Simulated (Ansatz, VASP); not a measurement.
## MgO in VASP and in Ansatz

The input POSCAR:

```
MgO
1.0
    3.4863778627      0.0000000000      0.0000000000
   -1.7431889314      3.0192917963      0.0000000000
    0.0000000000      0.0000000000      4.1780412200
Mg O
2 2
Direct
    0.6666666700      0.3333333300      0.7500000000
    0.3333333300      0.6666666700      0.2500000000
    0.6666666700      0.3333333300      0.2500000000
    0.3333333300      0.6666666700      0.7500000000
```

File INCAR.step1:

```
SYSTEM = MgO
ALGO     = Normal         ! electronic algorithm
EDIFF    = 1E-5           ! SCF threshold, eV
ENCUT    = 660            ! plane-wave cutoff, eV
GGA      = PE             ! functional
GGA_COMPAT= .FALSE.      
ISMEAR   = 0              ! smearing method
LASPH    = .TRUE.         ! aspherical terms in the spheres
LCHARG   = .FALSE.        ! write CHGCAR
LREAL    = .FALSE.        ! projectors in reciprocal space
LWAVE    = .TRUE.         ! write WAVECAR
NBANDS   = 24             ! bands
NELM     = 120            ! most SCF steps
PREC     = Accurate       ! precision mode
SIGMA    = 0.05           ! smearing width, eV
```

INCAR.step2

```
SYSTEM = MgO
ALGO     = Normal         ! electronic algorithm
EDIFF    = 1E-6           ! SCF threshold, eV
ENCUT    = 660            ! plane-wave cutoff, eV
GGA_COMPAT= .FALSE.      
ISIF     = 2              ! what is computed and relaxed
ISMEAR   = 0              ! smearing method
ISTART   = 1            
LASPH    = .TRUE.         ! aspherical terms in the spheres
LCHARG   = .FALSE.        ! write CHGCAR
LMIXTAU  = .TRUE.       
LREAL    = .FALSE.        ! projectors in reciprocal space
LWAVE    = .FALSE.        ! write WAVECAR
METAGGA  = R2SCAN         ! meta-GGA
NBANDS   = 24             ! bands
NELM     = 120            ! most SCF steps
PREC     = Accurate       ! precision mode
SIGMA    = 0.05           ! smearing width, eV
```

File KPOINTS:

```
k-points
0
G
  9 9 8
  0 0 0
```

Input for Ansatz:

```yaml
crystal:
  lattice:
    - [3.4863778627, 0.0, 0.0]
    - [-1.7431889314, 3.0192917963, 0.0]
    - [0.0, 0.0, 4.17804122]
  atoms:
    - { symbol: Mg, position: [0.66666667, 0.33333333, 0.75] }
    - { symbol: Mg, position: [0.33333333, 0.66666667, 0.25] }
    - { symbol: O, position: [0.66666667, 0.33333333, 0.25] }
    - { symbol: O, position: [0.33333333, 0.66666667, 0.75] }
basis:
  ecutwfc: 500
  fft_grid_basis: typed
kpoints:
  mp_grid: { grid: [9, 9, 8] }
hamiltonian:
  xc: r2scan
scf:
  occupations: { method: gaussian, width: 0.05 }
output:
  forces: true
  stress: true
  eigenvalues: true
  bader: true
  write_density: true
  volumetric_format: npy
  elf: true
```

Alike in both runs: task single point; functional r2SCAN; k mesh 9 × 9 × 8; occupations gaussian, width 0.05 eV; no spin polarisation.

|  | VASP | Ansatz |
| --- | --- | --- |
| version | VASP 6.6.1 | Ansatz 0.2.0 |
| potentials or method | VASP PAW PBE potentials, release 64 (Mg_sv, O), cutoff 660 eV | scalar-relativistic, plane waves, PAW |
| valence electrons in the cell | 32 | 32 |

|  | VASP | Ansatz | Ansatz less VASP |
| --- | --- | --- | --- |
| gap on the k mesh at the Fermi level (eV) | 4.11 | 4.10 | -0.012 |
| pressure (GPa) | -0.2 | 0.1 | +0.28 |
| traceless stress, the component that is largest in VASP (GPa) | 0.38 | 0.29 | -0.084 |

VASP's potentials were made for PBE, not for r2SCAN.
